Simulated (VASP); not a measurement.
# Pb (Fm-3m) in VASP: a series of runs

Runs on Pb. Level: PBE. Tasks: single point, relaxation of cell and atoms.

All numbers are computed with VASP 6.6.1; they aren't measurements. Logs are shortened: lines on timing, memory, paths and dates and some standing lists are left out, and cuts for length are marked.

## 1. The cell of the first run

Symmetry: Fm-3m, No. 225, cubic system. Conventional cell: a = 5.035 Å, b = 5.035 Å, c = 5.035 Å, α = 90.00°, β = 90.00°, γ = 90.00°. Pb (site symmetry m-3m) has 12 Pb at 3.56 Å within 4.7 Å.

## 2. Single point, PBE

Input file INCAR:

```
SYSTEM = Pb
  PREC = Accurate
  ENCUT = 520
  EDIFF = 1E-6
  ISMEAR = -1
  SIGMA = 0.1
  LREAL = .False.
  LASPH = .True.
  NELM = 60
  ALGO = Normal
  ISIF = 2
  LWAVE = .False.
  LCHARG = .False.
  GGA = PE
  NBANDS = 13
```

Input file KPOINTS:

```
Automatic mesh
0
Gamma
  11 11 11
  0 0 0
```

Input file POSCAR:

```
Pb
1.0
    0.0000000000      2.5175091270      2.5175091270
    2.5175091270      0.0000000000      2.5175091270
    2.5175091270      2.5175091270      0.0000000000
Pb
1
Direct
    0.0000000000      0.0000000000      0.0000000000
```

Potentials or basis: VASP PAW PBE potentials, release 64 (Pb_d).

Launch:

```console
$ cat potpaw_PBE.64/Pb_d/POTCAR > POTCAR
$ mpirun -np 1 vasp_std > vasp.out
```

OUTCAR:

```text
SYSTEM = Pb
   PREC = Accurate
   ENCUT = 520
   EDIFF = 1E-6
   ISMEAR = -1
   LREAL = .False.
   LASPH = .True.
   NELM = 60
   ISIF = 2
   GGA = PE

 ion  position               nearest neighbor table
   1  0.000  0.000  0.000-

  LATTYP: Found a face centered cubic cell.
 ALAT       =     5.0350182540

  Lattice vectors:

 A1 = (   0.0000000000,   2.5175091270,   2.5175091270)
 A2 = (   2.5175091270,   0.0000000000,   2.5175091270)
 A3 = (   2.5175091270,   2.5175091270,   0.0000000000)

Analysis of symmetry for initial positions (statically):
=====================================================================
 Subroutine PRICEL returns:
 Original cell was already a primitive cell.

 Routine SETGRP: Setting up the symmetry group for a
 face centered cubic supercell.

 Subroutine GETGRP returns: Found 48 space group operations
 (whereof 48 operations were pure point group operations)
 out of a pool of 48 trial point group operations.

The static configuration has the point symmetry O_h .

Analysis of symmetry for dynamics (positions and initial velocities):
=====================================================================
 Subroutine PRICEL returns:
 Original cell was already a primitive cell.

 Routine SETGRP: Setting up the symmetry group for a
 face centered cubic supercell.

 Subroutine GETGRP returns: Found 48 space group operations
 (whereof 48 operations were pure point group operations)
 out of a pool of 48 trial point group operations.

The dynamic configuration has the point symmetry O_h .

 Subroutine INISYM returns: Found 48 space group operations
 (whereof 48 operations are pure point group operations),
 and found     1 'primitive' translations

----------------------------------------------------------------------------------------

                                     Primitive cell

  volume of cell :      31.9112

  direct lattice vectors                    reciprocal lattice vectors
     0.000000000  2.517509127  2.517509127    -0.198609012  0.198609012  0.198609012
     2.517509127  0.000000000  2.517509127     0.198609012 -0.198609012  0.198609012
     2.517509127  2.517509127  0.000000000     0.198609012  0.198609012 -0.198609012

  length of vectors
     3.560295551  3.560295551  3.560295551     0.344000899  0.344000899  0.344000899

  position of ions in fractional coordinates (direct lattice)
     0.000000000  0.000000000  0.000000000

  ion indices of the primitive-cell ions
   primitive index   ion index
                 1           1

----------------------------------------------------------------------------------------

 KPOINTS: Automatic mesh

Automatic generation of k-mesh.
 Grid dimensions read from file:
 generate k-points for:   11   11   11

 Generating k-lattice:

  Cartesian coordinates                     Fractional coordinates (reciprocal lattice)
    -0.018055365  0.018055365  0.018055365     0.090909091  0.000000000  0.000000000
     0.018055365 -0.018055365  0.018055365     0.000000000  0.090909091  0.000000000
     0.018055365  0.018055365 -0.018055365     0.000000000  0.000000000  0.090909091

  Length of vectors
     0.031272809  0.031272809  0.031272809

  Shift w.r.t. Gamma in fractional coordinates (k-lattice)
     0.000000000  0.000000000  0.000000000

 Subroutine IBZKPT returns following result:
 ===========================================

 Found     56 irreducible k-points:

 Following reciprocal coordinates:
            Coordinates               Weight
  0.000000  0.000000  0.000000      1.000000
  0.090909  0.000000  0.000000      8.000000
  0.181818  0.000000  0.000000      8.000000
  0.272727  0.000000  0.000000      8.000000
  0.363636  0.000000  0.000000      8.000000
  0.454545  0.000000  0.000000      8.000000
[... 16 lines left out ...]
 -0.272727  0.181818  0.000000     24.000000
 -0.181818  0.181818  0.000000     12.000000
 [... further k-points ...]
   k-points           NKPTS =     56   k-points in BZ     NKDIM =     56   number of bands    NBANDS=     13
   number of dos      NEDOS =    301   number of ions     NIONS =      1
   total plane-waves  NPLWV =  21952
   dimension x,y,z NGX =    28 NGY =   28 NGZ =   28
   dimension x,y,z NGXF=    56 NGYF=   56 NGZF=   56
   ions per type =               1
   NGX,Y,Z   is equivalent  to a cutoff of  13.07, 13.07, 13.07 a.u.
   NGXF,Y,Z  is equivalent  to a cutoff of  26.15, 26.15, 26.15 a.u.
 SYSTEM =  Pb
   PREC   = accura    normal or accurate (medium, high low for compatibility)
   ISTART =      0    job   : 0-new  1-cont  2-samecut
   ICHARG =      2    charge: 1-file 2-atom 10-const
   ISPIN  =      1    spin polarized calculation?
   LNONCOLLINEAR =      F non collinear calculations
   LSORBIT =      F    spin-orbit coupling
   LASPH  =      T    aspherical Exc in radial PAW
   ENCUT  =  520.0 eV  38.22 Ry    6.18 a.u.   6.62  6.62  6.62*2*pi/ulx,y,z
   NELM   =     60;   NELMIN=  2; NELMDL= -5     # of ELM steps
   EDIFF  = 0.1E-05   stopping-criterion for ELM
   LREAL  =      F    real-space projection
   EDIFFG = 0.1E-04   stopping-criterion for IOM
   NSW    =      0    number of steps for IOM
   IBRION =     -1    ionic relax: 0-MD 1-quasi-New 2-CG
   NFREE  =      0    steps in history (QN), initial steepest desc. (CG)
   ISIF   =      2    stress and relaxation
   ISYM   =      2    0-nonsym 1-usesym 2-fastsym
   POTIM  = 0.5000    time-step for ionic-motion
   TEBEG  =    0.0;   TEEND  =   0.0 temperature during run
   PSTRESS=    0.0 pullay stress
   NELECT =      14.0000    total number of electrons
   NUPDOWN=      -1.0000    fix difference up-down
   EMIN   =  10.00;   EMAX   =-10.00  energy-range for DOS
   EFERMI =   0.00;   METHOD = LEGACY
   ISMEAR =    -1;   SIGMA  =   0.10  broadening in eV -4-tet -1-fermi 0-gaus
   EFERMI_NEDOS =   21; number of points for ismear=-14 and -15
   IALGO  =     38    algorithm
   IMIX   =      4    mixing-type and parameters
     AMIX     =   0.40;   BMIX     =  1.00
     AMIX_MAG =   1.60;   BMIX_MAG =  1.00
  volume/ion in A,a.u.               =      31.91       215.35
  Fermi-wavevector in a.u.,A,eV,Ry     =   1.243951  2.350726 21.053832  1.547413
  Thomas-Fermi vector in A             =   2.378239
   LORBIT       =      0    0 simple, 1 ext, 2 COOP (PROOUT), +10 PAW based schemes
   GGA     = PE    functional components
   LHFCALC =     F    Hartree Fock is set to
   AEXX    =    0.0000 exact exchange contribution
   IVDW    =     0    specifies the selected vdW correction
   LEPSILON=     F    determine dielectric tensor
   LRPA    =     F    only Hartree local field effects (RPA)
 non-spin polarized calculation
  energy-cutoff  :      520.00
  volume of cell :       31.91
 maximum number of plane-waves:       881
   NGX = 13   NGY = 13   NGZ = 13

 number of electron      14.0000003 magnetization

 Free energy of the ion-electron system (eV)
  ---------------------------------------------------
  ext. energy  EPLUGINS =         0.00000000
  ---------------------------------------------------
  free energy    TOTEN  =        -3.57271360 eV

  energy without entropy =       -3.55684138  energy(sigma->0) =       -3.56477749

 E-fermi :   6.7551     XC(G=0):  -9.9425

 val. band max:        6.6835489201   @ k =   0.3636   0.2727   0.0000
 cond. band min:       6.7747752501   @ k =   0.2727   0.0000   0.0000
 fundamental gap:      0.0912263300
 Fermi energy:         6.7550507710

 k-point     1 :       0.0000    0.0000    0.0000
  band No.  band energies     occupation
      1     -10.3187      2.00000
      2     -10.3187      2.00000
      3     -10.3187      2.00000
      4     -10.1997      2.00000
      5     -10.1997      2.00000
      6      -4.6959      2.00000
      7      13.7427      0.00000
      8      13.7427      0.00000
      9      13.7427      0.00000
     10      16.4499      0.00000
     11      17.4179      0.00000
     12      18.8385      0.00000
     13      18.8385      0.00000

 k-point     2 :       0.0909    0.0000    0.0000
  band No.  band energies     occupation
      1     -10.3187      2.00000
      2     -10.3088      2.00000
      3     -10.3088      2.00000
      4     -10.2000      2.00000
      5     -10.2000      2.00000
      6      -4.5452      2.00000
      7      12.0713      0.00000
      8      13.5591      0.00000
      9      13.5591      0.00000
     10      16.0711      0.00000
     11      18.2369      0.00000
     12      19.1669      0.00000
     13      19.1669      0.00000

 k-point     3 :       0.1818    0.0000    0.0000
  band No.  band energies     occupation
      1     -10.3200      2.00000
      2     -10.2912      2.00000
      3     -10.2912      2.00000
      4     -10.1916      2.00000
      5     -10.1916      2.00000
      6      -4.0946      2.00000
      7       9.3692      0.00000
      8      13.1296      0.00000
      9      13.1296      0.00000
     10      15.6633      0.00000
     11      18.9026      0.00000
     12      19.3755      0.00000
     13      19.3761      0.00000
[... 305 lines left out ...]
 k-point    23 :      -0.2727    0.1818    0.0000
  band No.  band energies     occupation
      1     -10.3072      2.00000
      2     -10.2935      2.00000
      3     -10.2417      2.00000
      4     -10.1763      2.00000
      5     -10.1262      2.00000
      6      -2.2551      2.00000
      7       5.6334      1.99997
      8       8.3790      0.00000
      9      12.3102      0.00000
     10      15.2571      0.00000
     11      18.1020      0.00000
     12      18.9643      0.00000
     13      20.4239      0.00000

 k-point    24 :      -0.1818    0.1818    0.0000
  band No.  band energies     occupation
      1     -10.3113      2.00000
      2     -10.2892      2.00000
      3     -10.2367      2.00000
      4     -10.2237      2.00000
      5     -10.1376      2.00000
      6      -3.1171      2.00000
      7       7.4181      0.00263
      8       9.1386      0.00000
      9      13.1577      0.00000
     10      16.2498      0.00000
     11      17.6043      0.00000
     12      18.7815      0.00000
     13      19.1826      0.00000

 [... further k-points ...]
[... 5 lines left out ...]
  --------------------------------------------------------------------------------------
  -------------------------------------------------------------------------------------
  Total       -0.0097914     -0.0097914     -0.0097914      0.0000000      0.0000000      0.0000000
  in kB       -0.4916015     -0.4916015     -0.4916015      0.0000000      0.0000000      0.0000000
  external PRESSURE =      -0.4916015 kB  Pullay stress =       0.0000000 kB

 VOLUME and BASIS-vectors are now :
 -----------------------------------------------------------------------------
  energy-cutoff  :      520.00
  volume of cell :       31.91
      direct lattice vectors                 reciprocal lattice vectors
     0.000000000  2.517509127  2.517509127    -0.198609012  0.198609012  0.198609012
     2.517509127  0.000000000  2.517509127     0.198609012 -0.198609012  0.198609012
     2.517509127  2.517509127  0.000000000     0.198609012  0.198609012 -0.198609012

 POSITION                                       TOTAL-FORCE (eV/Angst)
 -----------------------------------------------------------------------------------
      0.00000      0.00000      0.00000         0.000000      0.000000      0.000000
 -----------------------------------------------------------------------------------
    total drift:                               -0.000000      0.000000     -0.000000

  FREE ENERGIE OF THE ION-ELECTRON SYSTEM (eV)
  ---------------------------------------------------
  free  energy   TOTEN  =        -3.5727136043 eV

  energy  without entropy=       -3.5568413822  energy(sigma->0) =       -3.56477749
```

It took 16 s on 1 thread of AMD EPYC 7R13 (Zen 3), shared host; peak memory 0.14 GiB.

Results:

```yaml
Free_energy: -3.5727 eV
Pressure: 0.0 GPa
Band_gap_on_the_k_mesh: zero (band 7 reaches 13.74 eV, above the bottom of band 8 at 5.37 eV)
```

Caveat: spin-orbit coupling is left out, which moves the levels of the heavy elements.

(Part 1 of 2 ends here.)
